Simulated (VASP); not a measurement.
Here is a VASP 6.6.1 calculation.

POSCAR

```
MgB
1.0
    2.8951500000      0.0000000000      0.0000000000
    0.0000000000      2.8951500000      0.0000000000
    0.0000000000      0.0000000000      2.8951500000
Mg B
1 1
Direct
    0.0000000000      0.0000000000      0.0000000000
    0.5000000000      0.5000000000      0.5000000000
```

INCAR.step1

```
SYSTEM = MgB
PREC = Accurate ; ENCUT = 600
ISMEAR = -1 ; SIGMA = 0.05
LREAL = .FALSE. ; LASPH = .TRUE.
NELM = 80 ; GGA = PE
ALGO = Normal ; EDIFF = 1E-4
LWAVE = .TRUE. ; LCHARG = .FALSE.
```

The input INCAR.step2:

```
SYSTEM = MgB
PREC = Accurate ; ENCUT = 600
EDIFF = 1E-6 ; ISMEAR = -1
SIGMA = 0.05 ; LREAL = .FALSE.
LASPH = .TRUE. ; NELM = 80
ALGO = Normal ; ISIF = 3
LWAVE = .FALSE. ; LCHARG = .FALSE.
METAGGA = R2SCAN ; LMIXTAU = .TRUE.
IBRION = 2 ; NSW = 60
EDIFFG = -0.01 ; PSTRESS = 300.0
ISTART = 1
```

File KPOINTS:

```
regular mesh
0
G
  9 9 9
  0 0 0
```

Potentials or basis: VASP PAW PBE potentials, release 64 (Mg, B).

Launch:

```bash
$ cat potpaw_PBE.64/Mg/POTCAR potpaw_PBE.64/B/POTCAR > POTCAR
$ cp INCAR.step1 INCAR
$ mpirun -np 1 vasp_std > vasp.out
$ cp INCAR.step2 INCAR
$ mpirun -np 1 vasp_std > vasp.out
```

(1) Predict the band gap on the k mesh.

(2) Estimate the relaxed cell.

## Answers

(1) zero (an odd number of electrons rules out a gap without spin polarisation).

(2) a = 2.680 Å, b = 2.680 Å, c = 2.680 Å, α = 90.00°, β = 90.00°, γ = 90.00°.
